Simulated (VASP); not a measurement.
# NiO (Fm-3m) in VASP: single point with PBE

Aim: the single point of NiO with PBE.

All numbers are computed with VASP 6.6.1; they aren't measurements. Logs are shortened: lines on timing, memory, paths and dates and some standing lists are left out, and cuts for length are marked.

## Step 1: The cell of the first run

It takes space group Fm-3m (No. 225, cubic). The conventional cell has a = 4.203 Å, b = 4.203 Å, c = 4.203 Å, α = 90.00°, β = 90.00°, γ = 90.00°. Ni (site symmetry m-3m) has 6 O at 2.10 Å within 2.8 Å. O (site symmetry m-3m) has 6 Ni at 2.10 Å within 2.8 Å.

## Step 2: Single point, PBE, collinear spin, ferromagnetic start

Contents of INCAR:

```
SYSTEM = NiO
PREC = Accurate
ENCUT = 600
EDIFF = 1E-6
ISMEAR = 0
SIGMA = 0.041
LREAL = .False.
LASPH = .True.
NELM = 200
ALGO = Normal
ISIF = 2
LWAVE = .False.
LCHARG = .False.
ISPIN = 2
MAGMOM = 2 0
LORBIT = 11
LMAXMIX = 4
GGA = PE
NBANDS = 19
GGA_COMPAT = .False.
```

Contents of KPOINTS:

```
regular mesh
0
Gamma
  10 10 10
  0 0 0
```

Contents of POSCAR:

```
NiO
1.0
    0.0000000000      2.1014501300      2.1014501300
    2.1014501300      0.0000000000      2.1014501300
    2.1014501300      2.1014501300      0.0000000000
Ni O
1 1
Direct
    0.0000000000      0.0000000000      0.0000000000
    0.5000000000      0.5000000000      0.5000000000
```

Potentials or basis: VASP PAW PBE potentials, release 64 (Ni, O).

Started as:

```
$ cat potpaw_PBE.64/Ni/POTCAR potpaw_PBE.64/O/POTCAR > POTCAR
$ mpirun -np 1 vasp_std > vasp.out
```

OUTCAR:

```text
SYSTEM = NiO
   PREC = Accurate
   ENCUT = 600
   EDIFF = 1E-6
   ISMEAR = 0
   LREAL = .False.
   LASPH = .True.
   NELM = 200
   ISIF = 2
   ISPIN = 2
   LORBIT = 11
   GGA = PE

 ion  position               nearest neighbor table
   1  0.000  0.000  0.000-   2 2.10   2 2.10   2 2.10   2 2.10   2 2.10   2 2.10
   2  0.500  0.500  0.500-   1 2.10   1 2.10   1 2.10   1 2.10   1 2.10   1 2.10

  LATTYP: Found a face centered cubic cell.
 ALAT       =     4.2029002600

  Lattice vectors:

 A1 = (   0.0000000000,   2.1014501300,   2.1014501300)
 A2 = (   2.1014501300,   0.0000000000,   2.1014501300)
 A3 = (   2.1014501300,   2.1014501300,   0.0000000000)

Analysis of symmetry for initial positions (statically):
=====================================================================
 Subroutine PRICEL returns:
 Original cell was already a primitive cell.

 Routine SETGRP: Setting up the symmetry group for a
 face centered cubic supercell.

 Subroutine GETGRP returns: Found 48 space group operations
 (whereof 48 operations were pure point group operations)
 out of a pool of 48 trial point group operations.

The static configuration has the point symmetry O_h .

Analysis of symmetry for dynamics (positions and initial velocities):
=====================================================================
 Subroutine PRICEL returns:
 Original cell was already a primitive cell.

 Routine SETGRP: Setting up the symmetry group for a
 face centered cubic supercell.

 Subroutine GETGRP returns: Found 48 space group operations
 (whereof 48 operations were pure point group operations)
 out of a pool of 48 trial point group operations.

The dynamic configuration has the point symmetry O_h .

Analysis of structural, dynamic, and magnetic symmetry:
=====================================================================
 Subroutine PRICEL returns:
 Original cell was already a primitive cell.

 Routine SETGRP: Setting up the symmetry group for a
 face centered cubic supercell.

 Subroutine GETGRP returns: Found 48 space group operations
 (whereof 48 operations were pure point group operations)
 out of a pool of 48 trial point group operations.

The overall configuration has the point symmetry O_h .

 Subroutine INISYM returns: Found 48 space group operations
 (whereof 48 operations are pure point group operations),
 and found     1 'primitive' translations

----------------------------------------------------------------------------------------

                                     Primitive cell

  volume of cell :      18.5604

  direct lattice vectors                    reciprocal lattice vectors
     0.000000000  2.101450130  2.101450130    -0.237930938  0.237930938  0.237930938
[... 106 lines left out ...]
     AMIX_MAG =   1.60;   BMIX_MAG =  1.00
  volume/ion in A,a.u.               =       9.28        62.63
  Fermi-wavevector in a.u.,A,eV,Ry     =   1.558066  2.944317 33.029073  2.427568
  Thomas-Fermi vector in A             =   2.661624
   LORBIT       =     11    0 simple, 1 ext, 2 COOP (PROOUT), +10 PAW based schemes
   GGA     = PE    functional components
   LHFCALC =     F    Hartree Fock is set to
   AEXX    =    0.0000 exact exchange contribution
   IVDW    =     0    specifies the selected vdW correction
   LEPSILON=     F    determine dielectric tensor
   LRPA    =     F    only Hartree local field effects (RPA)
 spin polarized calculation
 Gauss-broadening in eV      SIGMA  =   0.04
  energy-cutoff  :      600.00
  volume of cell :       18.56
 maximum number of plane-waves:       636
   NGX = 11   NGY = 11   NGZ = 11

 number of electron      16.0000012 magnetization       1.7808718

 Free energy of the ion-electron system (eV)
  ---------------------------------------------------
  ext. energy  EPLUGINS =         0.00000000
  ---------------------------------------------------
  free energy    TOTEN  =       -11.47896863 eV

  energy without entropy =      -11.47801190  energy(sigma->0) =      -11.47849027

 E-fermi :   7.6148     XC(G=0): -12.5692

 val. band max:        7.6053484172   @ k =  -0.2000   0.2000   0.0000
 cond. band min:       7.6210651508   @ k =   0.5000   0.1000   0.0000
 fundamental gap:      0.0157167336
 Fermi energy:         7.6147503699

 spin component 1

 k-point     1 :       0.0000    0.0000    0.0000
  band No.  band energies     occupation
      1     -12.5592      1.00000
      2       4.4778      1.00000
      3       4.4779      1.00000
      4       4.7156      1.00000
      5       4.7156      1.00000
      6       4.7156      1.00000
[... 517 lines left out ...]
     18      39.4559      0.00000
     19      39.6587      0.00000

 [... further k-points ...]

 spin component 2

 k-point     1 :       0.0000    0.0000    0.0000
  band No.  band energies     occupation
      1     -12.1133      1.00000
      2       5.2299      1.00000
      3       5.2299      1.00000
      4       5.2299      1.00000
      5       5.8130      1.00000
      6       5.8132      1.00000
[... 517 lines left out ...]
     18      39.7827      0.00000
     19      39.9674      0.00000

 [... further k-points ...]
[... 5 lines left out ...]
  --------------------------------------------------------------------------------------
  -------------------------------------------------------------------------------------
  Total        0.1581128      0.1581128      0.1581128      0.0000000      0.0000000      0.0000000
  in kB       13.6486719     13.6486719     13.6486719      0.0000000      0.0000000      0.0000000
  external PRESSURE =      13.6486719 kB  Pullay stress =       0.0000000 kB

 VOLUME and BASIS-vectors are now :
 -----------------------------------------------------------------------------
  energy-cutoff  :      600.00
  volume of cell :       18.56
      direct lattice vectors                 reciprocal lattice vectors
     0.000000000  2.101450130  2.101450130    -0.237930938  0.237930938  0.237930938
     2.101450130  0.000000000  2.101450130     0.237930938 -0.237930938  0.237930938
     2.101450130  2.101450130  0.000000000     0.237930938  0.237930938 -0.237930938

 POSITION                                       TOTAL-FORCE (eV/Angst)
 -----------------------------------------------------------------------------------
      0.00000      0.00000      0.00000         0.000000      0.000000      0.000000
      2.10145      2.10145      2.10145         0.000000      0.000000      0.000000
 -----------------------------------------------------------------------------------
    total drift:                                0.000000     -0.000000     -0.000000

  FREE ENERGIE OF THE ION-ELECTRON SYSTEM (eV)
  ---------------------------------------------------
  free  energy   TOTEN  =       -11.4789686348 eV

  energy  without entropy=      -11.4780118970  energy(sigma->0) =      -11.47849027

 total charge

# of ion       s       p       d       tot
------------------------------------------
    1        0.326   0.391   8.231   8.948
    2        1.553   3.417   0.000   4.970
--------------------------------------------------
tot          1.879   3.808   8.231  13.918

 magnetization (x)

# of ion       s       p       d       tot
------------------------------------------
    1        0.011   0.015   1.438   1.464
    2        0.028   0.244   0.000   0.272
--------------------------------------------------
tot          0.039   0.259   1.438   1.736
```

OSZICAR:

```text
N       E                     dE             d eps       ncg     rms          rms(c)
DAV:   1     0.948225634120E+02    0.94823E+02   -0.80941E+03  3751   0.121E+03
DAV:   2    -0.754403789300E+01   -0.10237E+03   -0.88411E+02  3672   0.257E+02
DAV:   3    -0.137966140223E+02   -0.62526E+01   -0.59872E+01  4082   0.631E+01
DAV:   4    -0.138562693049E+02   -0.59655E-01   -0.59573E-01  3990   0.593E+00
DAV:   5    -0.138571580899E+02   -0.88878E-03   -0.88871E-03  4085   0.730E-01    0.148E+01
DAV:   6    -0.128679251653E+02    0.98923E+00   -0.14079E+01  4661   0.624E+01    0.194E+01
DAV:   7    -0.115049641158E+02    0.13630E+01   -0.50032E+00  4551   0.499E+01    0.603E+00
DAV:   8    -0.114755576359E+02    0.29406E-01   -0.23010E-01  4452   0.680E+00    0.370E+00
DAV:   9    -0.114753189888E+02    0.23865E-03   -0.28111E-02  5335   0.271E+00    0.125E+00
DAV:  10    -0.114790521048E+02   -0.37331E-02   -0.62789E-03  4736   0.108E+00    0.359E-01
DAV:  11    -0.114789074122E+02    0.14469E-03   -0.99033E-04  5431   0.639E-01    0.142E-01
DAV:  12    -0.114790006545E+02   -0.93242E-04   -0.28819E-04  4498   0.171E-01    0.954E-02
DAV:  13    -0.114789597765E+02    0.40878E-04   -0.92652E-05  4983   0.222E-01    0.310E-02
DAV:  14    -0.114789685891E+02   -0.88126E-05   -0.12049E-05  4314   0.596E-02    0.648E-03
DAV:  15    -0.114789686348E+02   -0.45733E-07   -0.13524E-06  2996   0.173E-02
   1 F= -.11478969E+02 E0= -.11478490E+02  d E =-.956738E-03  mag=     1.7809
```

Run time: 39 s. Hardware: 1 thread of AMD EPYC 7R43 (Zen 3), shared host; peak memory 0.13 GiB.

Results:

```
Free energy                                           : -11.4790 eV
Pressure                                              : 1.4 GPa
Net moment                                            : 1.78 μB per cell
Site moments                                          : Ni +1.46; O +0.27 μB
Valence electrons inside the program's atomic spheres : Ni 8.95; O 4.97
```

Caveat: a cell with one magnetic atom can't hold antiferromagnetic order, which such compounds often take; semilocal functionals often make such compounds metallic where correlation or magnetic order opens a gap, which also shifts bond lengths.
